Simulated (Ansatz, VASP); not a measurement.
## One calculation of MoF, two programs

INCAR

```
PREC = Accurate
ENCUT = 520
EDIFF = 1E-6
ISMEAR = 0
SIGMA = 0.1
LREAL = False
LASPH = True
NELM = 150
ALGO = Normal
ISIF = 2
LWAVE = False
LCHARG = False
ISPIN = 2
MAGMOM = 1 0
LORBIT = 11
LMAXMIX = 4
GGA = PE
NBANDS = 22
```

File KPOINTS:

```
regular mesh
0
Gamma
  6 6 6
```

Contents of POSCAR:

```
MoF
1.0
    3.0735204900      0.0000000000      0.0000000000
   -1.5367602400      2.6617468200      0.0000000000
    0.0000000000      0.0000000000      2.9607416000
Mo F
1 1
Direct
    0.6666666700      0.3333333300      0.5000000000
    0.0000000000      0.0000000000      0.0000000000
```

Input for Ansatz:

```yaml
crystal:
  lattice:
    - [3.07352049, 0.0, 0.0]
    - [-1.53676024, 2.66174682, 0.0]
    - [0.0, 0.0, 2.9607416]
  atoms:
    - { symbol: Mo, position: [0.66666667, 0.33333333, 0.5], spin: 1.0 }
    - { symbol: F, position: [0.0, 0.0, 0.0] }
basis:
  ecutwfc: 420
kpoints:
  mp_grid: { grid: [6, 6, 6] }
hamiltonian:
  xc: pbe
scf:
  occupations: { method: gaussian, width: 0.1 }
  lower_state_search: "off"
output:
  forces: true
  stress: true
  eigenvalues: true
  populations: true
magnetization:
  spin_polarized: true
```

Alike in both runs: task single point; functional PBE; k mesh 6 × 6 × 6; occupations gaussian, width 0.1 eV; collinear spin.

|  | VASP | Ansatz |
| --- | --- | --- |
| version | VASP 6.6.1 | Ansatz 0.2.0 |
| potentials or method | VASP PAW PBE potentials, release 64 (Mo_sv, F), cutoff 520 eV | scalar-relativistic, plane waves, PAW |
| valence electrons in the cell | 21 | 21 |

|  | VASP | Ansatz | Ansatz less VASP |
| --- | --- | --- | --- |
| gap on the k mesh at the Fermi level (eV) | none | none | - |
| pressure (GPa) | 15.6 | 15.4 | -0.22 |
| traceless stress, the component that is largest in VASP (GPa) | 8.24 | 8.18 | -0.061 |
| net moment per atom (μB) | 0.00 | 0.00 | -0.002 |

A gap of «none» marks a metal or a gap that the smearing closes. With one functional, cell and mesh, what is left measures potentials, basis and numerics. Ansatz's warnings: seeded moment not kept.

The k mesh is coarse, so the values compare programs but aren't converged.
